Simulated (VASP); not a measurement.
Write the native input for VASP 6.6.1 that does the following.

```yaml
Task: relaxation of cell and atoms
Functional: PBE
Potentials_or_basis: VASP PAW PBE potentials, release 64 (Hf_pv)
Cutoff: 600 eV
k_mesh: 16 × 16 × 9
Occupations: fermi-dirac, width 0.1 eV
Spin: no spin polarisation
Dipole_correction: no
Further_INCAR_settings: ALGO = Normal; EDIFF = 1e-06; IBRION = 2; EDIFFG = -0.005; NSW = 60; ISIF = 3
```

The structure of Hf lies in POSCAR:

```
Hf
1.0
    3.1801497063      0.0000000000      0.0000000000
   -1.5900748532      2.7540904335      0.0000000000
    0.0000000000      0.0000000000      5.1518425242
Hf
2
Direct
    0.3333333333      0.6666666667      0.2500000000
    0.6666666667      0.3333333333      0.7500000000
```

One way to write it, as run:

INCAR

```
PREC = Accurate ; ENCUT = 600
EDIFF = 1E-6 ; ISMEAR = -1
SIGMA = 0.1 ; LREAL = F
LASPH = T ; NELM = 100
ALGO = Normal ; ISIF = 3
LWAVE = F ; LCHARG = F
GGA = PE ; IBRION = 2
NSW = 60 ; EDIFFG = -0.005
```

KPOINTS

```
Automatic mesh
0
Gamma
  16 16 9
```

Potentials or basis: VASP PAW PBE potentials, release 64 (Hf_pv).

Command:

```bash
$ cat potpaw_PBE.64/Hf_pv/POTCAR > POTCAR
$ mpirun -np 1 vasp_std > vasp.out
```

It gave:

The relaxed volume is 22.46 Å³/atom, the relaxed cell is a = 3.200 Å, b = 3.200 Å, c = 5.064 Å, α = 90.00°, β = 90.00°, γ = 120.00° and the space group after relaxing (to 0.1 Å) is P6_3/mmc (No. 194). The energy gained by relaxing is 3.4 meV/atom. The ionic steps are 5. The pressure after relaxing is 0.0 GPa and the band gap on the k mesh is zero (bands 10 and 11 overlap by 1.53 eV).

Caveat: spin-orbit coupling is left out, which moves the levels of the heavy elements.

Run time: 2.7 min on 1 thread of AMD EPYC 9R45 96-Core Processor (Zen 5) (shared host), peak memory 0.24 GiB.
